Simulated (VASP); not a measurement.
# ZrH6 (Cmm2) in VASP: a series of runs, part 2 of 2

VASP 6.6.1. The steps go on from the part before.

## 3. Relaxation of cell and atoms, PBE

This run uses another cell than the first one, of 12.36 Å³/atom, 0.923 times its volume.

Input file INCAR:

```
PREC = Accurate
ENCUT = 600
EDIFF = 1E-6
ISMEAR = 0
SIGMA = 0.1
LREAL = False
LASPH = True
NELM = 100
ALGO = Normal
ISIF = 3
LWAVE = False
LCHARG = False
GGA = PE
IBRION = 2
NSW = 100
EDIFFG = -0.01
```

Input file KPOINTS:

```
regular mesh
0
Gamma
  12 12 4
```

Input file POSCAR:

```
ZrH6
1.0
    1.9490248793     -2.5293327369      0.0000000000
    1.9490248793      2.5293327369      0.0000000000
    0.0000000000      0.0000000000      8.7767329920
Zr H
1 6
Direct
    0.5000000000      0.5000000000      0.0925093045
    0.6674484527      0.8421492083      0.2813532308
    0.3325515473      0.1578507917      0.2813532308
    0.8421492083      0.6674484527      0.2813532308
    0.1578507917      0.3325515473      0.2813532308
    0.0962847159      0.0962847159      0.6023885061
    0.9037152841      0.9037152841      0.6023885061
```

Potentials or basis: VASP PAW PBE potentials, release 64 (Zr_sv, H).

Launch:

```bash
cat potpaw_PBE.64/Zr_sv/POTCAR potpaw_PBE.64/H/POTCAR > POTCAR
mpirun -np 1 vasp_std > vasp.out
```

OUTCAR:

```text
PREC = Accurate
   ENCUT = 600
   EDIFF = 1E-6
   ISMEAR = 0
   LREAL = False
   LASPH = True
   NELM = 100
   ISIF = 3
   GGA = PE
   IBRION = 2
   NSW = 100
   EDIFFG = -0.01

 ion  position               nearest neighbor table
   1  0.500  0.500  0.093-   2 1.98   3 1.98   4 1.98   5 1.98
   2  0.667  0.842  0.281-   4 0.88   1 1.98
   3  0.333  0.158  0.281-   5 0.88   1 1.98
   4  0.842  0.667  0.281-   2 0.88   1 1.98
   5  0.158  0.333  0.281-   3 0.88   1 1.98
   6  0.096  0.096  0.602-   7 0.75
   7  0.904  0.904  0.602-   6 0.75

  LATTYP: Found a base centered orthorhombic cell.
 ALAT       =     3.8980497586
 B/A-ratio  =     1.2977426629
 C/A-ratio  =     2.2515702814

  Lattice vectors:

 A1 = (   1.9490248793,  -2.5293327369,   0.0000000000)
 A2 = (   1.9490248793,   2.5293327369,   0.0000000000)
 A3 = (   0.0000000000,   0.0000000000,   8.7767329920)

Analysis of symmetry for initial positions (statically):
=====================================================================
 Subroutine PRICEL returns:
 Original cell was already a primitive cell.

 Routine SETGRP: Setting up the symmetry group for a
 base centered orthorhombic supercell.

 Subroutine GETGRP returns: Found  4 space group operations
 (whereof  4 operations were pure point group operations)
 out of a pool of  8 trial point group operations.

The static configuration has the point symmetry C_2v.

Analysis of symmetry for dynamics (positions and initial velocities):
=====================================================================
 Subroutine PRICEL returns:
 Original cell was already a primitive cell.

 Routine SETGRP: Setting up the symmetry group for a
 base centered orthorhombic supercell.

[... 160 lines left out ...]
  ext. energy  EPLUGINS =         0.00000000
  ---------------------------------------------------
  free energy    TOTEN  =       -26.84431416 eV

  energy without entropy =      -26.83392673  energy(sigma->0) =      -26.83912045

------------------------ aborting loop because EDIFF is reached ----------------------------------------

  FORCE on cell =-STRESS in cart. coord.  units (eV):
  Direction    XX          YY          ZZ          XY          YZ          ZX
  --------------------------------------------------------------------------------------
  -------------------------------------------------------------------------------------
  Total        0.1341246     -0.4516085      0.1311967      0.0000000      0.0000000      0.0000000
  in kB        2.4833201     -8.3615443      2.4291110      0.0000000      0.0000000      0.0000000
  external PRESSURE =      -1.1497044 kB  Pullay stress =       0.0000000 kB
[... 104 lines left out ...]
  FREE ENERGIE OF THE ION-ELECTRON SYSTEM (eV)
  ---------------------------------------------------
  free  energy   TOTEN  =       -26.8459912094 eV

  energy  without entropy=      -26.8351534056  energy(sigma->0) =      -26.84057231

[... ionic steps 4 to 27 ...]

--------------------------------------- Ionic step       28  -------------------------------------------

 number of electron      17.9999999 magnetization

------------------------ aborting loop because EDIFF is reached ----------------------------------------
[... 77 lines left out ...]
--------------------------------------- Ionic step       30  -------------------------------------------

 number of electron      17.9999999 magnetization

 Free energy of the ion-electron system (eV)
  ---------------------------------------------------
  ext. energy  EPLUGINS =         0.00000000
  ---------------------------------------------------
  free energy    TOTEN  =       -26.85210045 eV

  energy without entropy =      -26.84080373  energy(sigma->0) =      -26.84645209

 E-fermi :   1.0379     XC(G=0):  -6.8621

 val. band max:        1.0349995357   @ k =  -0.1667   0.0833   0.0000
 cond. band min:       1.0385946480   @ k =  -0.1667   0.0833   0.2500
 fundamental gap:      0.0035951123
 Fermi energy:         1.0378802387

 k-point     1 :       0.0000    0.0000    0.0000
  band No.  band energies     occupation
      1     -48.1150      2.00000
      2     -26.4784      2.00000
      3     -25.8638      2.00000
      4     -25.6611      2.00000
      5     -10.3030      2.00000
      6      -6.6577      2.00000
      7      -3.3739      2.00000
      8      -1.8887      2.00000
      9      -0.1161      2.00000
     10       0.9053      1.93917
     11       3.6178      0.00000
     12       4.2313      0.00000
     13       4.6400      0.00000
[... 354 lines left out ...]
  band No.  band energies     occupation
      1     -48.0536      2.00000
      2     -26.3909      2.00000
      3     -26.2663      2.00000
      4     -25.8630      2.00000
      5      -8.3063      2.00000
      6      -6.2273      2.00000
      7      -5.8633      2.00000
      8       0.0003      2.00000
      9       0.5221      2.00000
     10       1.3023      0.00018
     11       2.8710      0.00000
     12       3.3031      0.00000
     13       4.5752      0.00000

 [... further k-points ...]
[... 5 lines left out ...]
  --------------------------------------------------------------------------------------
  -------------------------------------------------------------------------------------
  Total        0.0254785      0.0234011      0.0182408      0.0000000      0.0000000      0.0000000
  in kB        0.4488115      0.4122167      0.3213166      0.0000000      0.0000000      0.0000000
  external PRESSURE =       0.3941149 kB  Pullay stress =       0.0000000 kB
[... 22 lines left out ...]
  FREE ENERGIE OF THE ION-ELECTRON SYSTEM (eV)
  ---------------------------------------------------
  free  energy   TOTEN  =       -26.8521004527 eV

  energy  without entropy=      -26.8408037345  energy(sigma->0) =      -26.84645209

 reached required accuracy - stopping structural energy minimisation
```

OSZICAR:

```text
N       E                     dE             d eps       ncg     rms          rms(c)
DAV:   1     0.124521191329E+03    0.12452E+03   -0.91872E+03  3354   0.132E+03
DAV:   2    -0.186157717988E+02   -0.14314E+03   -0.13915E+03  4056   0.309E+02
DAV:   3    -0.289182915176E+02   -0.10303E+02   -0.10226E+02  6457   0.735E+01
[... 247 lines left out ...]
       N       E                     dE             d eps       ncg     rms          rms(c)
DAV:   1    -0.268521388506E+02   -0.60201E-04   -0.11437E-03  4284   0.343E-01    0.471E-02
DAV:   2    -0.268521027777E+02    0.36073E-04   -0.14317E-04  4187   0.104E-01    0.130E-02
DAV:   3    -0.268521006095E+02    0.21682E-05   -0.18084E-05  5491   0.300E-02    0.713E-03
DAV:   4    -0.268521004527E+02    0.15676E-06   -0.15944E-06  3257   0.780E-03
  30 F= -.26852100E+02 E0= -.26846452E+02  d E =-.209491E-04
```

CONTCAR:

```text
ZrH6
   1.00000000000000
     1.9688336595631228   -2.4901982603874608    0.0000000000000000
     1.9688336595631228    2.4901982603874608    0.0000000000000000
     0.0000000000000000    0.0000000000000000    9.2757238696040059
  Zr              H
     1     6
Direct
     0.5000000000000000    0.5000000000000000    0.1013124159006366
     0.6650471787667768    0.8424507441630265    0.2795907717378638
     0.3349528212332230    0.1575492558369736    0.2795907717378638
     0.8424507441630265    0.6650471787667768    0.2795907717378638
     0.1575492558369736    0.3349528212332230    0.2795907717378638
     0.0952103446685374    0.0952103446685374    0.6015118685239537
     0.9047896553314626    0.9047896553314626    0.6015118685239537

  0.00000000E+00  0.00000000E+00  0.00000000E+00
  0.00000000E+00  0.00000000E+00  0.00000000E+00
  0.00000000E+00  0.00000000E+00  0.00000000E+00
  0.00000000E+00  0.00000000E+00  0.00000000E+00
  0.00000000E+00  0.00000000E+00  0.00000000E+00
  0.00000000E+00  0.00000000E+00  0.00000000E+00
  0.00000000E+00  0.00000000E+00  0.00000000E+00
```

It took 33 min on 1 thread of Intel Xeon Platinum 8488C (Sapphire Rapids), shared host; peak memory 0.37 GiB.

What came out:

```
Free energy                            : -26.8521 eV
Relaxed volume                         : 12.99 Å³/atom
Relaxed cell                           : a = 3.174 Å, b = 3.174 Å, c = 9.276 Å, α = 90.00°, β = 90.00°, γ = 103.34°
Space group after relaxing (to 0.05 Å) : Cmm2 (No. 35)
Energy gained by relaxing              : 1.1 meV/atom
Ionic steps                            : 30
Pressure after relaxing                : 0.0 GPa
Largest force after relaxing           : 0.009 eV/Å
Band gap on the k mesh                 : zero (band 9 reaches 1.11 eV, above the bottom of band 10 at 0.91 eV)
```

Forces on the atoms (eV/Å):
```
Zr   0.000  0.000 -0.003
H   -0.009 -0.001  0.001
H    0.009  0.001  0.001
H   -0.009  0.001  0.001
H    0.009 -0.001  0.001
H    0.003  0.000 -0.001
H   -0.003  0.000 -0.001
```

Step by step:
| step | energy change (eV) | largest force (eV/Å) | pressure (GPa) | volume (Å³) |
| --- | --- | --- | --- | --- |
| 1 | 0.0000 | 0.0335 | -0.11 | 86.53 |
| 2 | -0.0014 | 0.0427 | 0.05 | 86.42 |
| 3 | -0.0017 | 0.0948 | 0.18 | 86.34 |
| 4 | -0.0024 | 0.0760 | 0.14 | 86.35 |
| 5 | -0.0027 | 0.1214 | 0.08 | 86.36 |
| 6 | -0.0034 | 0.0787 | 0.05 | 86.39 |
| 7 | -0.0041 | 0.1179 | -0.01 | 86.46 |
| 8 | -0.0045 | 0.0869 | 0.04 | 86.47 |
| 9 | -0.0049 | 0.0096 | 0.15 | 86.51 |
| 10 | -0.0050 | 0.0105 | 0.13 | 86.62 |
| 11 | -0.0053 | 0.0136 | 0.08 | 86.95 |
| 12 | -0.0055 | 0.0254 | -0.02 | 87.61 |
| 13 | -0.0057 | 0.0326 | -0.03 | 87.76 |
| 14 | -0.0057 | 0.0490 | -0.01 | 87.80 |
| 15 | -0.0058 | 0.0339 | 0.01 | 87.87 |
| 16 | -0.0059 | 0.0312 | 0.05 | 88.07 |
| 17 | -0.0059 | 0.0400 | 0.06 | 88.15 |
| 18 | -0.0061 | 0.0367 | 0.05 | 88.25 |
| 19 | -0.0064 | 0.0279 | 0.02 | 88.56 |
| 20 | -0.0069 | 0.0570 | -0.04 | 89.17 |
| 21 | -0.0069 | 0.1284 | -0.18 | 90.39 |
| 22 | -0.0071 | 0.0953 | -0.12 | 89.84 |
| 23 | -0.0073 | 0.0771 | -0.09 | 90.04 |
| 24 | -0.0077 | 0.0299 | 0.00 | 90.65 |
| 25 | -0.0069 | 0.1055 | 0.16 | 91.87 |
| 26 | -0.0077 | 0.0439 | 0.03 | 90.92 |
| 27 | -0.0077 | 0.0399 | 0.02 | 90.84 |
| 28 | -0.0078 | 0.0384 | 0.06 | 90.96 |
| 29 | -0.0078 | 0.0107 | 0.04 | 90.91 |
| 30 | -0.0078 | 0.0094 | 0.04 | 90.95 |

Final structure:
```xyz
7
Lattice="1.9688 -2.4902 0.0000 1.9688 2.4902 0.0000 0.0000 0.0000 9.2757" Properties=species:S:1:pos:R:3 pbc="T T T"
Zr    1.9688    0.0000    0.9397
H     2.9680    0.4418    2.5934
H     0.9697   -0.4418    2.5934
H     2.9680   -0.4418    2.5934
H     0.9697    0.4418    2.5934
H     0.3749    0.0000    5.5795
H     3.5628    0.0000    5.5795
```

## 4. Single point, PBE

Input file INCAR:

```
PREC = Accurate
ENCUT = 520
EDIFF = 1E-6
ISMEAR = 0
SIGMA = 0.1
LREAL = F
LASPH = T
NELM = 100
ALGO = Normal
ISIF = 2
LWAVE = F
LCHARG = F
GGA = PE
NBANDS = 18
```

KPOINTS is that of step 3.

Input file POSCAR:

```
ZrH6
1.0
    1.9716372412     -2.4912654861      0.0000000000
    1.9716372412      2.4912654861      0.0000000000
    0.0000000000      0.0000000000      9.5416332609
Zr H
1 6
Direct
    0.5000000000      0.5000000000      0.1061353764
    0.6644903921      0.8417948805      0.2794837130
    0.3355096079      0.1582051195      0.2794837130
    0.8417948805      0.6644903921      0.2794837130
    0.1582051195      0.3355096079      0.2794837130
    0.0951570600      0.0951570600      0.5993145057
    0.9048429400      0.9048429400      0.5993145057
```

Launch:

```bash
cat potpaw_PBE.64/Zr_sv/POTCAR potpaw_PBE.64/H/POTCAR > POTCAR
mpirun -np 1 vasp_std > vasp.out
```

It took 2.2 min on 1 thread of Intel Xeon Platinum 8488C (Sapphire Rapids), shared host; peak memory 0.32 GiB.

Results (log left out):

```
Free energy            : -26.8520 eV
Pressure               : -0.1 GPa
Largest force          : 0.012 eV/Å
Band gap on the k mesh : zero (band 9 reaches 0.98 eV, above the bottom of band 10 at 0.77 eV)
```

Forces in eV/Å, atoms in the order of the input:
```
Zr   0.000  0.000 -0.009
H    0.000  0.007  0.002
H    0.000 -0.007  0.002
H    0.000 -0.007  0.002
H    0.000  0.007  0.002
H   -0.012  0.000  0.000
H    0.012  0.000  0.000
```

Levels at points of the mesh, in eV from the Fermi level:
| k point | band 7 | band 8 | band 9 | band 10 | band 11 | band 12 |
| --- | --- | --- | --- | --- | --- | --- |
| (0.00, 0.00, 0.00) | -4.43 | -2.92 | -1.15 | -0.13 | 2.57 | 3.16 |
| (0.50, 0.00, 0.00) | -6.90 | -1.52 | -0.01 | 1.40 | 2.05 | 2.75 |
| (0.50, 0.50, 0.00) | -6.47 | -3.49 | -1.56 | 1.45 | 2.38 | 2.41 |
| (0.00, 0.00, 0.50) | -4.43 | -2.90 | -1.15 | -0.11 | 2.57 | 2.89 |
| (0.50, 0.00, 0.50) | -6.90 | -1.52 | -0.02 | 1.40 | 1.92 | 2.58 |
| (0.50, 0.50, 0.50) | -6.47 | -3.49 | -1.56 | 1.47 | 2.40 | 2.42 |
